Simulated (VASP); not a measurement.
Wanted: the native input for a VASP 6.6.1 run.

```
Task                   : relaxation of cell and atoms
Functional             : PBE
Potentials or basis    : VASP PAW PBE potentials, release 64 (Ta_pv, Ir, Pt, Au)
Cutoff                 : 600 eV
k mesh                 : 8 × 8 × 4
Occupations            : gaussian, width 0.1 eV
Spin                   : no spin polarisation
Dipole correction      : no
Further INCAR settings : ALGO = Fast; EDIFF = 1e-06; IBRION = 2; EDIFFG = -0.01; NSW = 100; ISIF = 3
```

The structure of TaIr2PtAu3 lies in POSCAR:

```
TaIr2PtAu3
1.0
    3.9151836247      0.0000000000      0.0000000000
    0.0000000000      3.9151836247      0.0000000000
    0.0000000000      0.0000000000      8.2160806827
Ta Ir Pt Au
1 2 1 3
Direct
    0.0000000000      0.0000000000      0.9276661537
    0.5000000000      0.0000000000      0.1266938688
    0.0000000000      0.5000000000      0.1266938688
    0.5000000000      0.5000000000      0.3686789119
    0.0000000000      0.0000000000      0.3992762093
    0.5000000000      0.0000000000      0.6673838238
    0.0000000000      0.5000000000      0.6673838238
```

The cell was generated, and may not be a known phase.

The input as run:

INCAR

```
SYSTEM = TaIr2PtAu3
  PREC = Accurate
  ENCUT = 600
  EDIFF = 1E-6
  ISMEAR = 0
  SIGMA = 0.1
  LREAL = .FALSE.
  LASPH = .TRUE.
  NELM = 80
  ALGO = Fast
  ISIF = 3
  LWAVE = .FALSE.
  LCHARG = .FALSE.
  GGA = PE
  IBRION = 2
  NSW = 100
  EDIFFG = -0.01
```

KPOINTS

```
Automatic mesh
0
G
  8 8 4
  0 0 0
```

Potentials or basis: VASP PAW PBE potentials, release 64 (Ta_pv, Ir, Pt, Au).

Command:

```console
$ cat potpaw_PBE.64/Ta_pv/POTCAR potpaw_PBE.64/Ir/POTCAR potpaw_PBE.64/Pt/POTCAR potpaw_PBE.64/Au/POTCAR > POTCAR
$ mpirun -np 1 vasp_std > vasp.out
```

It gave:

```yaml
Relaxed_volume: 17.91 Å³/atom
Relaxed_cell: a = 3.920 Å, b = 3.920 Å, c = 8.158 Å, α = 90.00°, β = 90.00°, γ = 90.00°
Space_group_after_relaxing_to_0.1_Å: P4mm (No. 99)
Energy_gained_by_relaxing: 1.4 meV/atom
Ionic_steps: 12
Pressure_after_relaxing: 0.0 GPa
Largest_force_after_relaxing: 0.007 eV/Å
Band_gap_on_the_k_mesh: zero (bands 36 and 37 overlap by 1.78 eV)
```

Caveat: spin-orbit coupling is left out, which moves the levels of the heavy elements.

Wall time 34 min on 1 thread of Intel(R) Xeon(R) Platinum 8259CL CPU @ 2.50GHz (Skylake/Cascade Lake), on a shared host, peak memory 0.51 GiB.
